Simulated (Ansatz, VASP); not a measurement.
**Ta: VASP beside Ansatz**

```
Ta
1.0
     2.90037    0.00000    0.00000
    -1.45019    2.51180    0.00000
     0.00000    0.00000    5.16627
Ta
2
Cartesian
  0.0000 1.6745 1.2916
  1.4502 0.8373 3.8747
```

Alike in both runs: task relaxation of cell and atoms; functional BLYP; dispersion D3(BJ); k mesh 11 × 11 × 5; occupations fermi-dirac, width 0.05 eV; no spin polarisation.

|  | VASP | Ansatz |
| --- | --- | --- |
| version | VASP 6.6.1 | Ansatz 0.2.0 |
| potentials or method | VASP PAW PBE potentials, release 64 (Ta_sv_GW) | Ansatz PAW |
| plane-wave cutoff (eV) | 500 | 420 |
| valence electrons in the cell | 26 | 26 |

```tsv
	VASP	Ansatz	Ansatz less VASP
gap on the k mesh at the Fermi level, each at its own relaxed structure (eV)	none	none	-
relaxed volume (Å³/atom)	17.93	17.94	+0.013
relaxed length of the cell vector where the two differ most in proportion (Å)	5.098	5.099	+0.0013
```

VASP's potentials were made for PBE, not for BLYP. A gap of «none» marks a metal or a gap that the smearing closes.

Neither program's run includes spin-orbit coupling. Noted on Ansatz's run: the plane-wave basis is chosen anew once the cell has moved, so the energies of steps on either side of that aren't comparable.
